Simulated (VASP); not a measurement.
A run of VASP 6.6.1 is set up as follows.

File POSCAR:

```
F
1.0
   13.0000000000      0.0000000000      0.0000000000
    0.0000000000     13.3000000000      0.0000000000
    0.0000000000      0.0000000000     13.6000000000
F
2
Direct
    0.4453846154      0.5000000000      0.5000000000
    0.5546153846      0.5000000000      0.5000000000
```

The input INCAR.step1:

```
SYSTEM = F
ALGO = Normal ; EDIFF = 1E-4
ENCUT = 520 ; GGA = PE
ISMEAR = 0 ; LASPH = .True.
LCHARG = .False. ; LREAL = .False.
LWAVE = .True. ; NELM = 100
PREC = Accurate ; SIGMA = 0.01
```

File INCAR.step2:

```
SYSTEM = F
ALGO = Normal ; EDIFF = 1E-6
EDIFFG = -0.005 ; ENCUT = 520
IBRION = 2 ; ISIF = 2
ISMEAR = 0 ; ISTART = 1
LASPH = .True. ; LCHARG = .False.
LMIXTAU = .True. ; LREAL = .False.
LWAVE = .False. ; METAGGA = R2SCAN
NELM = 100 ; NSW = 60
PREC = Accurate ; SIGMA = 0.01
```

Contents of KPOINTS:

```
k-points
0
Gamma
  1 1 1
  0 0 0
```

Potentials or basis: VASP PAW PBE potentials, release 64 (F).

Launch:

```console
$ cat potpaw_PBE.64/F/POTCAR > POTCAR
$ cp INCAR.step1 INCAR
$ mpirun -np 1 vasp_gam > vasp.out
$ cp INCAR.step2 INCAR
$ mpirun -np 1 vasp_gam > vasp.out
```

(1) What does it give for the energy gained by relaxing?

(2) What does it give for the gap between the frontier levels?

Answers

(1) 0.8 meV/atom.

(2) 4.48 eV.
